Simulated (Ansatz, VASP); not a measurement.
Two plane-wave programs on GaN

```xyz
2
Lattice="-0.0184 2.1112 2.1112 2.1112 -0.0184 2.1112 2.1112 2.1112 -0.0184" Properties=species:S:1:pos:R:3 pbc="T T T"
Ga    0.0000    0.0000    0.0000
N     2.1020    2.1020    2.1020
```

Change from the starting cell: epitaxial_111 strain +1.0%.

Alike in both runs: task single point; functional r2SCAN; k mesh 10 × 10 × 10; no spin polarisation.

```csv
,VASP,Ansatz
version,VASP 6.6.1,Ansatz 0.2.0
potentials or method,"VASP PAW PBE potentials, release 64 (Ga_d, N)","plane waves, PAW"
plane-wave cutoff (eV),520,500
occupations,"gaussian, width 0.01 eV",fixed
valence electrons in the cell,18,18
```

|  | VASP | Ansatz | Ansatz less VASP |
| --- | --- | --- | --- |
| gap on the k mesh at the Fermi level (eV) | 1.03 | 1.05 | +0.022 |
| pressure (GPa) | -2.7 | -4.0 | -1.21 |
| traceless stress, the component that is largest in VASP (GPa) | 1.97 | 1.97 | +0.007 |

VASP's potentials were made for PBE, not for r2SCAN.
